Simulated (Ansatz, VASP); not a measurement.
Si in VASP and in Ansatz

```
CELL_PARAMETERS angstrom
0.00000 1.91931 1.91931
1.91931 0.00000 1.91931
1.91931 1.91931 0.00000
ATOMIC_POSITIONS crystal
Si 0.00000 0.00000 0.00000
```

Alike in both runs: functional PBEsol; k mesh 18 × 18 × 18; occupations gaussian, width 0.1 eV; no spin polarisation.

Ansatz relaxed the structure, and its values are those at the end. VASP's run is a single point on that final structure, the one shown.

|  | VASP | Ansatz |
| --- | --- | --- |
| version | VASP 6.6.1 | Ansatz 0.2.0 |
| potentials or method | VASP PAW PBE potentials, release 64 (Si), cutoff 520 eV | scalar-relativistic, plane waves, PAW |
| valence electrons in the cell | 4 | 4 |

Ansatz gave:

| Property | Result |
| --- | --- |
| gap on the k mesh at the Fermi level (eV) | none |
| pressure (GPa) | 0.0 |

Which values does VASP return?

gap on the k mesh at the Fermi level (eV): none; pressure (GPa): 0.2.

VASP's potentials were made for PBE, not for PBEsol. A gap of «none» marks a metal or a gap that the smearing closes.
